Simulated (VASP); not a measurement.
A run of VASP 6.6.1 is set up as follows.

POSCAR

```
YbIn2Rh2
1.0
    0.0000000000      4.3150640000      0.0000000000
    4.3150640000      0.0000000000      0.0000000000
    2.1575320000      2.1575320000     -5.3460270000
In Yb Rh
2 1 2
Direct
    0.3750000000      0.3750000000      0.2500000000
    0.6250000000      0.6250000000      0.7500000000
    0.0000000000      0.0000000000      0.0000000000
    0.7500000000      0.2500000000      0.5000000000
    0.2500000000      0.7500000000      0.5000000000
```

INCAR.step1

```
SYSTEM = YbIn2Rh2
PREC     = Accurate       ! precision mode
ENCUT    = 800            ! plane-wave cutoff, eV
ISMEAR   = 0              ! smearing method
SIGMA    = 0.0187         ! smearing width, eV
LREAL    = .FALSE.        ! projectors in reciprocal space
LASPH    = .TRUE.         ! aspherical terms in the spheres
NELM     = 300            ! most SCF steps
NBANDS   = 48             ! bands
GGA      = PE             ! functional
ALGO     = All            ! electronic algorithm
EDIFF    = 1E-5           ! SCF threshold, eV
LWAVE    = .TRUE.         ! write WAVECAR
LCHARG   = .FALSE.        ! write CHGCAR
GGA_COMPAT= .FALSE.      
LMAXMIX  = 6              ! l up to which the mixer works
ISEARCH  = 1            
KPAR     = 4
```

The input INCAR.step2:

```
SYSTEM = YbIn2Rh2
PREC     = Accurate       ! precision mode
ENCUT    = 800            ! plane-wave cutoff, eV
EDIFF    = 1E-6           ! SCF threshold, eV
ISMEAR   = 0              ! smearing method
SIGMA    = 0.0187         ! smearing width, eV
LREAL    = .FALSE.        ! projectors in reciprocal space
LASPH    = .TRUE.         ! aspherical terms in the spheres
NELM     = 300            ! most SCF steps
ALGO     = All            ! electronic algorithm
ISIF     = 2              ! what is computed and relaxed
LWAVE    = .FALSE.        ! write WAVECAR
LCHARG   = .FALSE.        ! write CHGCAR
METAGGA  = R2SCAN         ! meta-GGA
LMIXTAU  = .TRUE.       
NBANDS   = 48             ! bands
ISTART   = 1            
GGA_COMPAT= .FALSE.      
LMAXMIX  = 6              ! l up to which the mixer works
ISEARCH  = 1            
KPAR     = 4
```

The input KPOINTS:

```
regular mesh
0
G
  6 6 6
  0 0 0
```

Potentials or basis: VASP PAW PBE potentials, release 64 (In_d, Yb, Rh_pv).

Command:

```bash
$ cat potpaw_PBE.64/In_d/POTCAR potpaw_PBE.64/Yb/POTCAR potpaw_PBE.64/Rh_pv/POTCAR > POTCAR
$ cp INCAR.step1 INCAR
$ mpirun -np 4 vasp_std > vasp.out
$ cp INCAR.step2 INCAR
$ mpirun -np 4 vasp_std > vasp.out
```

(1) What does it give for the band gap on the k mesh?

(2) What does it give for the pressure?

(3) Predict the largest force.

Answers

(1) zero (bands 40 and 41 overlap by 0.87 eV).

(2) 8.8 GPa.

(3) 0.319 eV/Å.

Caveat: the cell stands under pressure; the PAW data sets were made with another functional, which shifts forces and pressure a little; spin-orbit coupling is left out, which moves the levels of the heavy elements.
